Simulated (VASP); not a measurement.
# MgZn4O (C2/m) in VASP: relaxation of cell and atoms with PBE

Aim: the relaxation of cell and atoms of MgZn4O with PBE.

Program: VASP 6.6.1. These are calculated values, not measurements. Logs are shortened: lines on timing, memory, paths and dates and some standing lists are left out, and cuts for length are marked.

### Step 1. The cell of the first run

The structure is monoclinic, space group C2/m (No. 12). Conventional cell: a = 5.436 Å, b = 9.285 Å, c = 4.426 Å, α = 90.00°, β = 115.94°, γ = 90.00°. Within 2.9 Å of Mg (site symmetry 2/m) lie 4 Zn at 2.21 to 2.65 Å and 2 O at 2.72 Å. Within 2.9 Å of Zn (site symmetry 2/m) lie 2 Mg at 2.21 Å and 4 Zn at 2.64 to 2.72 Å and 2 O at 2.65 Å. Zn (site symmetry 2) has 4 Zn at 2.00 to 2.79 Å within 2.8 Å. Within 2.8 Å of Zn (site symmetry 2/m) lie 4 Zn at 2.00 to 2.72 Å and 2 O at 2.21 Å and 2 Mg at 2.65 Å. O (site symmetry 2/m) has 8 Zn at 2.21 to 2.99 Å and 2 Mg at 2.72 Å within 3.0 Å.

The cell was built from a structure type or drawn by symmetry, and may not be a known phase.

### Step 2. Relaxation of cell and atoms, PBE

The input, INCAR:

```
SYSTEM = MgZn4O
PREC     = Accurate       ! precision mode
ENCUT    = 600            ! plane-wave cutoff, eV
EDIFF    = 1E-6           ! SCF threshold, eV
ISMEAR   = 0              ! smearing method
SIGMA    = 0.2            ! smearing width, eV
LREAL    = .False.        ! projectors in reciprocal space
LASPH    = .True.         ! aspherical terms in the spheres
NELM     = 60             ! most SCF steps
ALGO     = Normal         ! electronic algorithm
ISIF     = 3              ! what is computed and relaxed
LWAVE    = .False.        ! write WAVECAR
LCHARG   = .False.        ! write CHGCAR
GGA      = PE             ! functional
IBRION   = 2              ! ionic algorithm
NSW      = 36             ! ionic steps
EDIFFG   = -0.08          ! ionic threshold
```

The input, KPOINTS:

```
Automatic mesh
0
Gamma
  4 4 4
  0 0 0
```

The input, POSCAR:

```
MgZn4O
1.0
    2.7180994300     -4.6424698100      0.0000000000
    2.7180994300      4.6424698100      0.0000000000
   -1.9360911900      0.0000000000      3.9800900400
Mg Zn O
1 4 1
Direct
    0.0000000000      0.0000000000      0.5000000000
    0.0000000000      0.0000000000      0.0000000000
    0.7159208900      0.2840791100      0.0000000000
    0.2840791100      0.7159208900      0.0000000000
    0.5000000000      0.5000000000      0.0000000000
    0.5000000000      0.5000000000      0.5000000000
```

Potentials or basis: VASP PAW PBE potentials, release 64 (Mg, Zn, O).

Run with:

```sh
cat potpaw_PBE.64/Mg/POTCAR potpaw_PBE.64/Zn/POTCAR potpaw_PBE.64/O/POTCAR > POTCAR
mpirun -np 1 vasp_std > vasp.out
```

OUTCAR:

```text
SYSTEM = MgZn4O
   PREC = Accurate
   ENCUT = 600
   EDIFF = 1E-6
   ISMEAR = 0
   LREAL = .False.
   LASPH = .True.
   NELM = 60
   ISIF = 3
   GGA = PE
   IBRION = 2
   NSW = 36
   EDIFFG = -0.08

 ion  position               nearest neighbor table
   1  0.000  0.000  0.500-   2 2.21   2 2.21   5 2.65   5 2.65   6 2.72   6 2.72   3 3.32   4 3.32
                             3 3.32   4 3.32
   2  0.000  0.000  0.000-   1 2.21   1 2.21   4 2.64   3 2.64   5 2.72   5 2.72
   3  0.716  0.284  0.000-   5 2.00   2 2.64   4 2.79   4 2.79   1 3.32   1 3.32
   4  0.284  0.716  0.000-   5 2.00   2 2.64   3 2.79   3 2.79   1 3.32   1 3.32
   5  0.500  0.500  0.000-   3 2.00   4 2.00   6 2.21   6 2.21   1 2.65   1 2.65   2 2.72   2 2.72

   6  0.500  0.500  0.500-   5 2.21   5 2.21   1 2.72   1 2.72

  LATTYP: Found a base centered monoclinic cell.
 ALAT       =     5.4361988600
 B/A-ratio  =     1.7079838062
 C/A-ratio  =     0.8141737014
 COS(beta)  =    -0.4374348738

  Lattice vectors:

 A1 = (   2.7180994300,  -4.6424698100,   0.0000000000)
 A2 = (   2.7180994300,   4.6424698100,   0.0000000000)
 A3 = (  -1.9360911900,   0.0000000000,   3.9800900400)

Analysis of symmetry for initial positions (statically):
=====================================================================
 Subroutine PRICEL returns:
 Original cell was already a primitive cell.

 Routine SETGRP: Setting up the symmetry group for a
 base centered monoclinic supercell.

 Subroutine GETGRP returns: Found  4 space group operations
 (whereof  4 operations were pure point group operations)
 out of a pool of  4 trial point group operations.

The static configuration has the point symmetry C_2h.

Analysis of symmetry for dynamics (positions and initial velocities):
=====================================================================
 Subroutine PRICEL returns:
 Original cell was already a primitive cell.

 Routine SETGRP: Setting up the symmetry group for a
 base centered monoclinic supercell.

 Subroutine GETGRP returns: Found  4 space group operations
 (whereof  4 operations were pure point group operations)
 out of a pool of  4 trial point group operations.

The dynamic configuration has the point symmetry C_2h.

 Subroutine INISYM returns: Found  4 space group operations
 (whereof  4 operations are pure point group operations),
 and found     1 'primitive' translations

----------------------------------------------------------------------------------------

                                     Primitive cell

  volume of cell :     100.4471

  direct lattice vectors                    reciprocal lattice vectors
     2.718099430 -4.642469810  0.000000000     0.183952064 -0.107701293  0.089482390
     2.718099430  4.642469810  0.000000000     0.183952064  0.107701293  0.089482390
    -1.936091190  0.000000000  3.980090040     0.000000000  0.000000000  0.251250597

  length of vectors
     5.379645941  5.379645941  4.426010147     0.231181808  0.231181808  0.251250597

  position of ions in fractional coordinates (direct lattice)
     0.000000000  0.000000000  0.500000000
     0.000000000  0.000000000  0.000000000
     0.715920890  0.284079110  0.000000000
     0.284079110  0.715920890  0.000000000
     0.500000000  0.500000000  0.000000000
     0.500000000  0.500000000  0.500000000

  ion indices of the primitive-cell ions
   primitive index   ion index
                 1           1
                 2           2
                 3           3
                 4           4
                 5           5
                 6           6

----------------------------------------------------------------------------------------

 KPOINTS: Automatic mesh

Automatic generation of k-mesh.
 Grid dimensions read from file:
 generate k-points for:    4    4    4

 Generating k-lattice:

  Cartesian coordinates                     Fractional coordinates (reciprocal lattice)
     0.045988016 -0.026925323  0.022370598     0.250000000 -0.000000000  0.000000000
     0.045988016  0.026925323  0.022370598    -0.000000000  0.250000000  0.000000000
     0.000000000  0.000000000  0.062812649     0.000000000  0.000000000  0.250000000

  Length of vectors
     0.057795452  0.057795452  0.062812649

  Shift w.r.t. Gamma in fractional coordinates (k-lattice)
     0.000000000  0.000000000  0.000000000

 Subroutine IBZKPT returns following result:
 ===========================================

 Found     24 irreducible k-points:

 Following reciprocal coordinates:
            Coordinates               Weight
  0.000000  0.000000  0.000000      1.000000
  0.250000  0.000000  0.000000      4.000000
  0.500000  0.000000  0.000000      2.000000
  0.250000  0.250000  0.000000      2.000000
  0.500000  0.250000  0.000000      4.000000
 -0.250000  0.250000  0.000000      2.000000
[... 16 lines left out ...]
 -0.250000  0.250000  0.500000      2.000000
  0.500000  0.500000  0.500000      1.000000
   k-points           NKPTS =     24   k-points in BZ     NKDIM =     24   number of bands    NBANDS=     33
   number of dos      NEDOS =    301   number of ions     NIONS =      6
   total plane-waves  NPLWV =  82944
   dimension x,y,z NGX =    48 NGY =   48 NGZ =   36
   dimension x,y,z NGXF=    96 NGYF=   96 NGZF=   72
   ions per type =               1   4   1
   NGX,Y,Z   is equivalent  to a cutoff of  14.83, 14.83, 13.52 a.u.
   NGXF,Y,Z  is equivalent  to a cutoff of  29.67, 29.67, 27.04 a.u.
 SYSTEM =  MgZn4O
   PREC   = accura    normal or accurate (medium, high low for compatibility)
   ISTART =      0    job   : 0-new  1-cont  2-samecut
   ICHARG =      2    charge: 1-file 2-atom 10-const
   ISPIN  =      1    spin polarized calculation?
   LNONCOLLINEAR =      F non collinear calculations
   LSORBIT =      F    spin-orbit coupling
   LASPH  =      T    aspherical Exc in radial PAW
   ENCUT  =  600.0 eV  44.10 Ry    6.64 a.u.  10.74 10.74  8.84*2*pi/ulx,y,z
   NELM   =     60;   NELMIN=  2; NELMDL= -5     # of ELM steps
   EDIFF  = 0.1E-05   stopping-criterion for ELM
   LREAL  =      F    real-space projection
   EDIFFG = -.8E-01   stopping-criterion for IOM
   NSW    =     36    number of steps for IOM
   IBRION =      2    ionic relax: 0-MD 1-quasi-New 2-CG
   NFREE  =      1    steps in history (QN), initial steepest desc. (CG)
   ISIF   =      3    stress and relaxation
   ISYM   =      2    0-nonsym 1-usesym 2-fastsym
   POTIM  = 0.5000    time-step for ionic-motion
   TEBEG  =    0.0;   TEEND  =   0.0 temperature during run
   PSTRESS=    0.0 pullay stress
   NELECT =      56.0000    total number of electrons
   NUPDOWN=      -1.0000    fix difference up-down
   EMIN   =  10.00;   EMAX   =-10.00  energy-range for DOS
   EFERMI =   0.00;   METHOD = LEGACY
   ISMEAR =     0;   SIGMA  =   0.20  broadening in eV -4-tet -1-fermi 0-gaus
   EFERMI_NEDOS =   21; number of points for ismear=-14 and -15
   IALGO  =     38    algorithm
   IMIX   =      4    mixing-type and parameters
     AMIX     =   0.40;   BMIX     =  1.00
     AMIX_MAG =   1.60;   BMIX_MAG =  1.00
  volume/ion in A,a.u.               =      16.74       112.98
  Fermi-wavevector in a.u.,A,eV,Ry     =   1.347385  2.546189 24.700650  1.815447
  Thomas-Fermi vector in A             =   2.475140
   LORBIT       =      0    0 simple, 1 ext, 2 COOP (PROOUT), +10 PAW based schemes
   GGA     = PE    functional components
   LHFCALC =     F    Hartree Fock is set to
   AEXX    =    0.0000 exact exchange contribution
   IVDW    =     0    specifies the selected vdW correction
   LEPSILON=     F    determine dielectric tensor
   LRPA    =     F    only Hartree local field effects (RPA)
 conjugate gradient relaxation of ions
 non-spin polarized calculation
 Gauss-broadening in eV      SIGMA  =   0.20
  energy-cutoff  :      600.00
  volume of cell :      100.45
 maximum number of plane-waves:      3372
 NGX is ok and might be reduce to    48
   NGX = 21   NGY = 21   NGZ = 17

--------------------------------------- Ionic step        1  -------------------------------------------

 number of electron      56.0000023 magnetization

 Free energy of the ion-electron system (eV)
  ---------------------------------------------------
  ext. energy  EPLUGINS =         0.00000000
  ---------------------------------------------------
  free energy    TOTEN  =        -7.64391990 eV

  energy without entropy =       -7.62361990  energy(sigma->0) =       -7.63376990

 E-fermi :   2.1946     XC(G=0): -10.0863

 val. band max:        2.1435224848   @ k =   0.0000   0.0000   0.0000
 cond. band min:       2.2001261859   @ k =   0.5000   0.2500   0.2500
 fundamental gap:      0.0566037012
 Fermi energy:         2.1946304959

 k-point     1 :       0.0000    0.0000    0.0000
  band No.  band energies     occupation
      1     -15.0681      2.00000
      2      -7.5378      2.00000
      3      -6.5059      2.00000
      4      -6.4943      2.00000
      5      -6.3355      2.00000
      6      -6.1209      2.00000
[... 966 lines left out ...]
  FREE ENERGIE OF THE ION-ELECTRON SYSTEM (eV)
  ---------------------------------------------------
  free  energy   TOTEN  =        -9.9588765161 eV

  energy  without entropy=       -9.9235886932  energy(sigma->0) =       -9.94123260

[... ionic steps 4 to 8 ...]

--------------------------------------- Ionic step        9  -------------------------------------------

 number of electron      56.0000039 magnetization

------------------------ aborting loop because EDIFF is reached ----------------------------------------

  FORCE on cell =-STRESS in cart. coord.  units (eV):
  Direction    XX          YY          ZZ          XY          YZ          ZX
  --------------------------------------------------------------------------------------
  -------------------------------------------------------------------------------------
  Total       -1.7593640      0.4247420     -0.6691262      0.0000000      0.0000000      0.1430050
  in kB      -23.6280806      5.7042416     -8.9862969      0.0000000      0.0000000      1.9205428
  external PRESSURE =      -8.9700453 kB  Pullay stress =       0.0000000 kB
[... 65 lines left out ...]
  energy  without entropy=      -10.7868069341  energy(sigma->0) =      -10.80783719

--------------------------------------- Ionic step       11  -------------------------------------------

 number of electron      56.0000044 magnetization

 Free energy of the ion-electron system (eV)
  ---------------------------------------------------
  ext. energy  EPLUGINS =         0.00000000
  ---------------------------------------------------
  free energy    TOTEN  =       -10.83531349 eV

  energy without entropy =      -10.79266122  energy(sigma->0) =      -10.81398735

 E-fermi :   1.3195     XC(G=0):  -9.2378

 val. band max:        1.3074595320   @ k =   0.5000   0.2500   0.2500
 cond. band min:       1.4230567351   @ k =  -0.2500   0.0000   0.2500
 fundamental gap:      0.1155972031
 Fermi energy:         1.3194897653

 k-point     1 :       0.0000    0.0000    0.0000
  band No.  band energies     occupation
      1     -15.3707      2.00000
      2      -7.7142      2.00000
      3      -7.3605      2.00000
      4      -7.0289      2.00000
      5      -6.7822      2.00000
      6      -6.7788      2.00000
[... 886 lines left out ...]
  FREE ENERGIE OF THE ION-ELECTRON SYSTEM (eV)
  ---------------------------------------------------
  free  energy   TOTEN  =       -10.8353134870 eV

  energy  without entropy=      -10.7926612185  energy(sigma->0) =      -10.81398735

 reached required accuracy - stopping structural energy minimisation
```

It took 11 min on 1 thread of AMD EPYC 9R45 (Zen 5), shared host; peak memory 0.31 GiB.

What came out:

- Free energy: -10.8353 eV
- Relaxed volume: 19.69 Å³/atom
- Relaxed cell: a = 5.770 Å, b = 5.770 Å, c = 5.326 Å, α = 99.94°, β = 99.94°, γ = 132.51°
- Space group after relaxing (to 0.1 Å): Fmmm (No. 69)
- Energy gained by relaxing: 531.9 meV/atom
- Ionic steps: 11
- Pressure after relaxing: 0.1 GPa
- Largest force after relaxing: 0.009 eV/Å
- Band gap on the k mesh: zero (bands 28 and 29 overlap by 1.10 eV)

Forces in eV/Å, atoms in the order of the input:
```
Mg   0.000  0.000  0.000
Zn   0.000  0.000  0.000
Zn   0.000  0.009  0.000
Zn   0.000 -0.009  0.000
Zn   0.000  0.000  0.000
O    0.000  0.000  0.000
```

The path:
| step | energy change (eV) | largest force (eV/Å) | pressure (GPa) | volume (Å³) |
| --- | --- | --- | --- | --- |
| 1 | 0.0000 | 5.6383 | 15.48 | 100.45 |
| 2 | -2.3205 | 0.1536 | -2.83 | 124.97 |
| 3 | -2.3150 | 0.3095 | -1.91 | 121.28 |
| 4 | -2.3228 | 0.2147 | -2.43 | 123.25 |
| 5 | -2.6561 | 0.1702 | -1.81 | 119.14 |
| 6 | -3.0951 | 0.0098 | 2.71 | 109.26 |
| 7 | -3.1695 | 0.0191 | 1.43 | 114.39 |
| 8 | -3.1709 | 0.0202 | 1.33 | 115.26 |
| 9 | -3.1786 | 0.0186 | -0.90 | 119.30 |
| 10 | -3.1849 | 0.0195 | -0.08 | 117.62 |
| 11 | -3.1914 | 0.0085 | 0.06 | 118.13 |

Final structure:
```xyz
6
Lattice="2.3165 -5.2820 -0.1806 2.3165 5.2820 -0.1806 -1.9015 0.0000 4.9754" Properties=species:S:1:pos:R:3 pbc="T T T"
Mg   -0.9507    0.0000    2.4877
Zn   -1.9015    0.0000    4.9754
Zn    2.3165   -2.6646   -0.1806
Zn    2.3165    2.6646   -0.1806
Zn    0.4150    0.0000    4.7948
O     1.3657    0.0000    2.3071
```

Levels at points of the mesh, in eV from the Fermi level:
| k point | band 26 | band 27 | band 28 | band 29 | band 30 | band 31 |
| --- | --- | --- | --- | --- | --- | --- |
| (0.00, 0.00, 0.00) | -2.10 | -0.81 | -0.80 | 0.50 | 1.28 | 1.70 |
| (0.50, 0.00, 0.00) | -2.90 | -1.76 | -1.07 | 1.11 | 1.75 | 2.28 |
| (0.50, 0.50, 0.00) | -1.66 | -1.50 | 0.51 | 1.32 | 1.85 | 2.59 |
| (0.00, 0.00, 0.50) | -1.98 | -1.91 | -0.25 | 0.25 | 0.26 | 1.29 |
| (0.50, 0.00, 0.50) | -2.89 | -1.75 | -1.03 | 1.13 | 1.67 | 2.32 |
| (0.50, 0.50, 0.50) | -2.48 | -1.03 | -0.03 | 0.19 | 0.96 | 2.93 |

Caveat: the k points lie up to 0.40 Å⁻¹ apart in the final cell, too coarse for converged energies and pressures of a metal; the volume moved by over 15 % at a fixed basis, so the end points are rough.
